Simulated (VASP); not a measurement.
# LiNbO3 (R-3c) in VASP: a series of runs, part 3 of 3

VASP 6.6.1. Earlier steps stand in the parts before.

### Step 6. Single point, PBE

This run uses another cell than the first one, of the same volume but with other edges.

The input, INCAR:

```
SYSTEM = LiNbO3
  ALGO = Normal
  EDIFF = 1E-7
  ENCUT = 520
  GGA = PE
  ISIF = 2
  ISMEAR = 0
  LASPH = .True.
  LCHARG = .True.
  LELF = .True.
  LREAL = .False.
  LVHAR = .True.
  LWAVE = .False.
  NBANDS = 45
  NELM = 80
  PREC = Accurate
  SIGMA = 0.05
```

The input, KPOINTS:

```
k-points
0
Gamma
  6 6 6
  0 0 0
```

The input, POSCAR:

```
LiNbO3
1.0
    2.8131840873      1.6241925901      3.9628386510
   -2.8131840873      1.6241925901      3.9628386510
    0.0000000000     -3.2483851801      3.9628386510
Li Nb O
2 2 6
Direct
    0.2500000000      0.2500000000      0.2500000000
    0.7500000000      0.7500000000      0.7500000000
    0.0000000000      0.0000000000      0.0000000000
    0.5000000000      0.5000000000      0.5000000000
    0.1590542063      0.3409457937      0.7500000000
    0.7500000000      0.1590542063      0.3409457937
    0.3409457937      0.7500000000      0.1590542063
    0.8409457937      0.6590542063      0.2500000000
    0.2500000000      0.8409457937      0.6590542063
    0.6590542063      0.2500000000      0.8409457937
```

Potentials or basis: VASP PAW PBE potentials, release 64 (Li_sv, Nb_sv, O).

Run with:

```
cat potpaw_PBE.64/Li_sv/POTCAR potpaw_PBE.64/Nb_sv/POTCAR potpaw_PBE.64/O/POTCAR > POTCAR
mpirun -np 1 vasp_std > vasp.out
```

OUTCAR:

```text
SYSTEM = LiNbO3
   EDIFF = 1E-7
   ENCUT = 520
   GGA = PE
   ISIF = 2
   ISMEAR = 0
   LASPH = .True.
   LREAL = .False.
   NELM = 80
   PREC = Accurate

 ion  position               nearest neighbor table
   1  0.250  0.250  0.250-
   2  0.750  0.750  0.750-
   3  0.000  0.000  0.000-   6 1.97   9 1.97   8 1.97   5 1.97   7 1.97  10 1.97
   4  0.500  0.500  0.500-   7 1.97  10 1.97   8 1.97   5 1.97   9 1.97   6 1.97
   5  0.159  0.341  0.750-   3 1.97   4 1.97
   6  0.750  0.159  0.341-   3 1.97   4 1.97
   7  0.341  0.750  0.159-   4 1.97   3 1.97
   8  0.841  0.659  0.250-   3 1.97   4 1.97
   9  0.250  0.841  0.659-   3 1.97   4 1.97
  10  0.659  0.250  0.841-   4 1.97   3 1.97

  LATTYP: Found a trigonal (rhomboedric) cell.
 ALAT       =     5.1240703013
 COS(alpha) =     0.3971682178

  Lattice vectors:

 A1 = (   2.8131840873,   1.6241925901,   3.9628386510)
 A2 = (  -2.8131840873,   1.6241925901,   3.9628386510)
 A3 = (   0.0000000000,  -3.2483851801,   3.9628386510)

Analysis of symmetry for initial positions (statically):
=====================================================================
 Subroutine PRICEL returns:
 Original cell was already a primitive cell.

 Routine SETGRP: Setting up the symmetry group for a
 trigonal (rhombohedral) supercell.

 Subroutine GETGRP returns: Found 12 space group operations
 (whereof  6 operations were pure point group operations)
 out of a pool of 12 trial point group operations.

The static configuration has the point symmetry S_6 .
 The point group associated with its full space group is D_3d.

Analysis of symmetry for dynamics (positions and initial velocities):
=====================================================================
 Subroutine PRICEL returns:
 Original cell was already a primitive cell.

 Routine SETGRP: Setting up the symmetry group for a
 trigonal (rhombohedral) supercell.

 Subroutine GETGRP returns: Found 12 space group operations
 (whereof  6 operations were pure point group operations)
 out of a pool of 12 trial point group operations.

The dynamic configuration has the point symmetry S_6 .
 The point group associated with its full space group is D_3d.

 Subroutine INISYM returns: Found 12 space group operations
 (whereof  6 operations are pure point group operations),
 and found     1 'primitive' translations

----------------------------------------------------------------------------------------

                                     Primitive cell

  volume of cell :     108.6409

  direct lattice vectors                    reciprocal lattice vectors
     2.813184087  1.624192590  3.962838651     0.177734547  0.102615089  0.084114788
    -2.813184087  1.624192590  3.962838651    -0.177734547  0.102615089  0.084114788
     0.000000000 -3.248385180  3.962838651     0.000000000 -0.205230177  0.084114788

  length of vectors
     5.124070301  5.124070301  5.124070301     0.221798835  0.221798835  0.221798835

  position of ions in fractional coordinates (direct lattice)
     0.250000000  0.250000000  0.250000000
     0.750000000  0.750000000  0.750000000
     0.000000000  0.000000000  0.000000000
[... 72 lines left out ...]
 -0.333333  0.500000  0.166667     12.000000
 [... further k-points ...]
   k-points           NKPTS =     32   k-points in BZ     NKDIM =     32   number of bands    NBANDS=     45
   number of dos      NEDOS =    301   number of ions     NIONS =     10
   total plane-waves  NPLWV =  64000
   dimension x,y,z NGX =    40 NGY =   40 NGZ =   40
   dimension x,y,z NGXF=    80 NGYF=   80 NGZF=   80
   ions per type =               2   2   6
   NGX,Y,Z   is equivalent  to a cutoff of  12.98, 12.98, 12.98 a.u.
   NGXF,Y,Z  is equivalent  to a cutoff of  25.96, 25.96, 25.96 a.u.
 SYSTEM =  LiNbO3
   PREC   = accura    normal or accurate (medium, high low for compatibility)
   ISTART =      0    job   : 0-new  1-cont  2-samecut
   ICHARG =      2    charge: 1-file 2-atom 10-const
   ISPIN  =      1    spin polarized calculation?
   LNONCOLLINEAR =      F non collinear calculations
   LSORBIT =      F    spin-orbit coupling
   LASPH  =      T    aspherical Exc in radial PAW
   ENCUT  =  520.0 eV  38.22 Ry    6.18 a.u.   9.53  9.53  9.53*2*pi/ulx,y,z
   NELM   =     80;   NELMIN=  2; NELMDL= -5     # of ELM steps
   EDIFF  = 0.1E-06   stopping-criterion for ELM
   LREAL  =      F    real-space projection
   EDIFFG = 0.1E-05   stopping-criterion for IOM
   NSW    =      0    number of steps for IOM
   IBRION =     -1    ionic relax: 0-MD 1-quasi-New 2-CG
   NFREE  =      0    steps in history (QN), initial steepest desc. (CG)
   ISIF   =      2    stress and relaxation
   ISYM   =      2    0-nonsym 1-usesym 2-fastsym
   POTIM  = 0.5000    time-step for ionic-motion
   TEBEG  =    0.0;   TEEND  =   0.0 temperature during run
   PSTRESS=    0.0 pullay stress
   NELECT =      68.0000    total number of electrons
   NUPDOWN=      -1.0000    fix difference up-down
   EMIN   =  10.00;   EMAX   =-10.00  energy-range for DOS
   EFERMI =   0.00;   METHOD = LEGACY
   ISMEAR =     0;   SIGMA  =   0.05  broadening in eV -4-tet -1-fermi 0-gaus
   EFERMI_NEDOS =   21; number of points for ismear=-14 and -15
   IALGO  =     38    algorithm
   IMIX   =      4    mixing-type and parameters
     AMIX     =   0.40;   BMIX     =  1.00
     AMIX_MAG =   1.60;   BMIX_MAG =  1.00
  volume/ion in A,a.u.               =      10.86        73.31
  Fermi-wavevector in a.u.,A,eV,Ry     =   1.400383  2.646339 26.681995  1.961071
  Thomas-Fermi vector in A             =   2.523349
   LORBIT       =      0    0 simple, 1 ext, 2 COOP (PROOUT), +10 PAW based schemes
   GGA     = PE    functional components
   LHFCALC =     F    Hartree Fock is set to
   AEXX    =    0.0000 exact exchange contribution
   IVDW    =     0    specifies the selected vdW correction
   LEPSILON=     F    determine dielectric tensor
   LRPA    =     F    only Hartree local field effects (RPA)
 non-spin polarized calculation
 Gauss-broadening in eV      SIGMA  =   0.05
  energy-cutoff  :      520.00
  volume of cell :      108.64
 maximum number of plane-waves:      2967
 NGX is ok and might be reduce to    40

 number of electron      67.9999993 magnetization

 Free energy of the ion-electron system (eV)
  ---------------------------------------------------
  ext. energy  EPLUGINS =         0.00000000
  ---------------------------------------------------
  free energy    TOTEN  =       -78.01414707 eV

  energy without entropy =      -78.01414707  energy(sigma->0) =      -78.01414707

 E-fermi :   4.2148     XC(G=0): -10.6788

 val. band max:        3.9777805586   @ k =   0.5000   0.5000   0.0000
 cond. band min:       5.6907838374   @ k =   0.0000   0.0000   0.0000
 fundamental gap:      1.7130032788
 Fermi energy:         4.2147684453

 k-point     1 :       0.0000    0.0000    0.0000
  band No.  band energies     occupation
      1     -50.6048      2.00000
      2     -50.5903      2.00000
      3     -40.3665      2.00000
      4     -40.3651      2.00000
      5     -26.8888      2.00000
      6     -26.8765      2.00000
[... 1141 lines left out ...]
     44      13.2033      0.00000
     45      13.2963      0.00000

 [... further k-points ...]

------------------------ aborting loop because EDIFF is reached ----------------------------------------

  FORCE on cell =-STRESS in cart. coord.  units (eV):
  Direction    XX          YY          ZZ          XY          YZ          ZX
  --------------------------------------------------------------------------------------
  -------------------------------------------------------------------------------------
  Total       -1.8976317     -1.8976317     17.8856270     -0.0000000      0.0000000     -0.0000000
  in kB      -27.9852501    -27.9852501    263.7675915     -0.0000000      0.0000000     -0.0000000
  external PRESSURE =      69.2656971 kB  Pullay stress =       0.0000000 kB

 VOLUME and BASIS-vectors are now :
 -----------------------------------------------------------------------------
  energy-cutoff  :      520.00
  volume of cell :      108.64
      direct lattice vectors                 reciprocal lattice vectors
     2.813184087  1.624192590  3.962838651     0.177734547  0.102615089  0.084114788
    -2.813184087  1.624192590  3.962838651    -0.177734547  0.102615089  0.084114788
     0.000000000 -3.248385180  3.962838651     0.000000000 -0.205230177  0.084114788

 POSITION                                       TOTAL-FORCE (eV/Angst)
 -----------------------------------------------------------------------------------
      0.00000      0.00000      2.97213        -0.000000      0.000000      0.000000
      0.00000      0.00000      8.91639        -0.000000     -0.000000      0.000000
      0.00000      0.00000      0.00000        -0.000000      0.000000      0.000000
      0.00000      0.00000      5.94426        -0.000000      0.000000      0.000000
     -0.51169     -1.62419      4.95355        -0.307947      0.000000      0.000000
      1.66244      0.36896      4.95355         0.153973     -0.266690      0.000000
     -1.15074      1.25524      4.95355         0.153973      0.266690      0.000000
      0.51169      1.62419      6.93497         0.307947     -0.000000     -0.000000
     -1.66244     -0.36896      6.93497        -0.153973      0.266690      0.000000
      1.15074     -1.25524      6.93497        -0.153973     -0.266690      0.000000
 -----------------------------------------------------------------------------------
    total drift:                               -0.000000      0.000000     -0.000000

  FREE ENERGIE OF THE ION-ELECTRON SYSTEM (eV)
  ---------------------------------------------------
  free  energy   TOTEN  =       -78.0141470682 eV

  energy  without entropy=      -78.0141470682  energy(sigma->0) =      -78.01414707
```

It took 89 s on 1 thread of Intel Xeon 6975P-C (Granite Rapids), shared host; peak memory 0.3 GiB.

What came out:

```
Free energy            : -78.0141 eV
Largest force          : 0.308 eV/Å
Band gap on the k mesh : 1.71 eV (least direct gap 1.76 eV)
```

Forces in eV/Å, atoms in the order of the input:
```
Li   0.000  0.000  0.000
Li   0.000  0.000  0.000
Nb   0.000  0.000  0.000
Nb   0.000  0.000  0.000
O   -0.308  0.000  0.000
O    0.154 -0.267  0.000
O    0.154  0.267  0.000
O    0.308  0.000  0.000
O   -0.154  0.267  0.000
O   -0.154 -0.267  0.000
```

Caveat: the cutoff is under 1.25 times the usual one of these potentials, so pressure, stress and relaxed cells hold a basis-set (Pulay) error.

### Step 7. The runs side by side

| cell | gap on the mesh (eV) | largest force (eV/Å) |
| --- | --- | --- |
| a = 5.242 Å, angles 63.0°, 10 atoms, atomic positions A | 2.21 | 0.54 |
| a = 5.124 Å, angles 66.6°, 10 atoms, atomic positions B | 1.47 | 0.52 |
| a = 5.367 Å, angles 59.7°, 10 atoms, atomic positions C | 2.10 | 1.03 |
| a = 5.124 Å, angles 66.6°, 10 atoms, atomic positions C | 1.20 | 1.28 |
| a = 5.124 Å, angles 66.6°, 10 atoms, atomic positions A | 1.71 | 0.31 |

Alike in all rows: task single point; level PBE; potentials or basis VASP PAW PBE potentials, release 64 (Li_sv, Nb_sv, O); no spin polarisation; k mesh 6 × 6 × 6; cutoff (eV) 520; smearing gaussian 0.05 eV.

Caveats: the cutoff is under 1.25 times the usual one of these potentials, so pressure, stress and relaxed cells hold a basis-set (Pulay) error; forces of over 1 eV/Å act on the atoms, so gaps and moduli don't describe the material at rest (at least some runs).

Total energies depend on the potentials used, so only differences within one code and one set of settings carry meaning.
